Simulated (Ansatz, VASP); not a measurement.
# One calculation of TiZn3, two programs

```xyz
4
Lattice="3.9322 0.0000 0.0000 0.0000 3.9322 0.0000 0.0000 0.0000 3.9322" Properties=species:S:1:pos:R:3 pbc="T T T"
Ti    0.0000    0.0000    0.0000
Zn    0.0000    1.9661    1.9661
Zn    1.9661    0.0000    1.9661
Zn    1.9661    1.9661    0.0000
```

Alike in both runs: task single point; functional LDA; k mesh 7 × 7 × 7; occupations methfessel-paxton of order 1, width 0.02 eV; no spin polarisation.

```csv
,VASP,Ansatz
version,VASP 6.6.1,Ansatz 0.2.0
potentials or method,"VASP PAW LDA potentials, release 64 (Ti_sv, Zn), cutoff 520 eV",all-electron (LAPW or listed datasets)
```

VASP gave:

| Item | Value |
| --- | --- |
| gap on the k mesh at the Fermi level (eV) | none |
| pressure (GPa) | -9.4 |

Which values does Ansatz return?

gap on the k mesh at the Fermi level (eV): none; pressure (GPa): -9.9.

LDA's correlation is that of Perdew and Zunger in VASP and of Perdew and Wang (1992) in Ansatz. A gap of «none» marks a metal or a gap that the smearing closes. Ansatz ran all-electron here, and VASP with PAW potentials.
